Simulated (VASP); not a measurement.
Crystal: YV.

```
V Y
1.0
     3.61426    0.00000    0.00000
     0.00000    3.61426    0.00000
     0.00000    0.00000    3.61426
V Y
1 1
Direct
  0.00000 0.00000 0.00000
  0.50000 0.50000 0.50000
```

Base run:

| Property | Result |
| --- | --- |
| Program | VASP 6.6.1 |
| Functional | PBE |
| Potentials or basis | VASP PAW PBE potentials, release 64 (V_sv, Y_sv) |
| Cutoff | 520 eV |
| k mesh | 12 × 12 × 12 |
| Occupations | gaussian, width 0.1 eV |
| Spin | collinear spin, ferromagnetic start |
| Starting moments | [0.5, 0.0] μB |

Its results: pressure -0.1 GPa; site moments V +2.44; Y +0.36 μB.

Q: The run is repeated on the same cell with these changes: moments at the start from [0.5, 0.0] to [0.43, -0.01]; fixed moment from none to 0.38 μB. What comes out?

A: Pressure -5.2 GPa; site moments V +0.38; Y -0.01 μB.

Caveats: the cell stands under tension (at least some runs); the total moment is fixed, so each spin has its own Fermi level and the state may be an excited one (at least some runs).
